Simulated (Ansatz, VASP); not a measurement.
This is a calculation of BAs for VASP 6.6.1.

The input INCAR:

```
SYSTEM = BAs
  ALGO = Normal
  EDIFF = 1E-7
  ENCUT = 520
  GGA = PE
  ISIF = 2
  ISMEAR = 0
  LASPH = .True.
  LCHARG = .True.
  LELF = .True.
  LREAL = .False.
  LVHAR = .True.
  LWAVE = .False.
  NBANDS = 11
  NELM = 80
  PREC = Accurate
  SIGMA = 0.019000000000000003
```

Contents of KPOINTS:

```
k-points
0
Gamma
  10 10 10
  0 0 0
```

The input POSCAR:

```
BAs
1.0
    0.0000000000      2.3885000000      2.3885000000
    2.3885000000      0.0000000000      2.3885000000
    2.3885000000      2.3885000000      0.0000000000
As B
1 1
Direct
    0.7500000000      0.7500000000      0.7500000000
    0.0000000000      0.0000000000      0.0000000000
```

Potentials or basis: VASP PAW PBE potentials, release 64 (As, B).

Run with:

```bash
$ cat potpaw_PBE.64/As/POTCAR potpaw_PBE.64/B/POTCAR > POTCAR
$ mpirun -np 1 vasp_std > vasp.out
```

Task: Translate it to Ansatz 0.2.0. Potentials there: all-electron LAPW, scalar-relativistic.

Result: As run (the cutoff follows the program's own potentials):

input.yaml

```yaml
crystal:
  lattice:
    - [0.0, 2.3885, 2.3885]
    - [2.3885, 0.0, 2.3885]
    - [2.3885, 2.3885, 0.0]
  atoms:
    - { symbol: As, position: [0.75, 0.75, 0.75] }
    - { symbol: B, position: [0.0, 0.0, 0.0] }
kpoints:
  mp_grid: { grid: [10, 10, 10] }
scf:
  occupations: { method: gaussian, width: 0.019 }
hamiltonian:
  xc: pbe
  pseudopotentials: { kind: all_electron, lapw: { basis_error: 0.001 } }
output:
  forces: true
  stress: true
  eigenvalues: true
```

Potentials or basis: all-electron LAPW, scalar-relativistic.

The run is started by

```console
$ ansatz run input.yaml --threads 1 --pin off --max-ram 3072MiB --backend cpu --events-out ev --progress --plain --runs-dir out
```

Both were run:

|  | VASP | Ansatz | Ansatz less VASP |
| --- | --- | --- | --- |
| gap on the k mesh at the Fermi level (eV) | 1.18 | 1.19 | +0.011 |
| least direct gap on the mesh (eV) | 3.28 | 3.28 | +0.008 |
| pressure (GPa) | 3.4 | 2.7 | -0.70 |

Ansatz ran all-electron here, and VASP with PAW potentials.
